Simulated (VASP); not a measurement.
Here is a VASP 6.6.1 calculation.

Contents of INCAR:

```
  PREC = Accurate
  ENCUT = 520
  EDIFF = 1E-6
  ISMEAR = 0
  SIGMA = 0.1
  LREAL = F
  LASPH = T
  NELM = 60
  ALGO = Normal
  ISIF = 2
  LWAVE = F
  LCHARG = F
  LDIPOL = T
  IDIPOL = 3
  DIPOL = 0.5 0.5 0.378
  GGA = PE
  IVDW = 12
  NBANDS = 16
```

File KPOINTS:

```
Automatic mesh
0
Gamma
  9 9 1
```

File POSCAR:

```
Si
1.0
    3.8475254748      0.0000000000      0.0000000000
   -1.9237627374      3.3320548028      0.0000000000
    0.0000000000      0.0000000000     18.4415958287
Si
4
Direct
    0.3333333333      0.6666666667      0.2695427207
    0.6666666667      0.3333333333      0.2440135898
    0.8333333333      1.0000000000      0.5119728204
    0.5000000000      1.3333333333      0.4864436895
```

Potentials or basis: VASP PAW PBE potentials, release 64 (Si).

Command:

```sh
$ cat potpaw_PBE.64/Si/POTCAR > POTCAR
$ mpirun -np 1 vasp_std > vasp.out
```

Predict the largest force.

0.162 eV/Å.

Predict the band gap on the k mesh.

0.22 eV, direct.

Forces on the atoms (eV/Å):
```
Si  -0.001  0.000  0.138
Si   0.001  0.000  0.060
Si   0.000 -0.003 -0.037
Si   0.000  0.003 -0.162
```
